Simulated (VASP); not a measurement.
Input of a VASP 6.6.1 run:

INCAR

```
SYSTEM = Nb
ALGO = Normal
EDIFF = 1E-8
ENCUT = 520
ISIF = 2
ISMEAR = -1
LASPH = .TRUE.
LCHARG = .FALSE.
LEFG = .TRUE.
LREAL = .FALSE.
LWAVE = .FALSE.
NBANDS = 12
NELM = 60
PREC = Accurate
SIGMA = 0.03
```

File KPOINTS:

```
k-points
0
G
  13 13 13
  0 0 0
```

File POSCAR:

```
Nb
1.0
    0.0000000000      2.0718246199      2.0718246199
    2.0718246199      0.0000000000      2.0718246199
    2.0718246199      2.0718246199      0.0000000000
Nb
1
Direct
    0.0000000000      0.0000000000      0.0000000000
```

Potentials or basis: VASP PAW LDA potentials, release 64 (Nb_sv).

Launch:

```console
$ cat potpaw_LDA.64/Nb_sv/POTCAR > POTCAR
$ mpirun -np 1 vasp_std > vasp.out
```

(1) Estimate the pressure.

## Answers

(1) -0.3 GPa.

Caveat: without QUAD_EFG the Cq values of the log hold for a quadrupole moment of 1 mb, not for the nuclei.
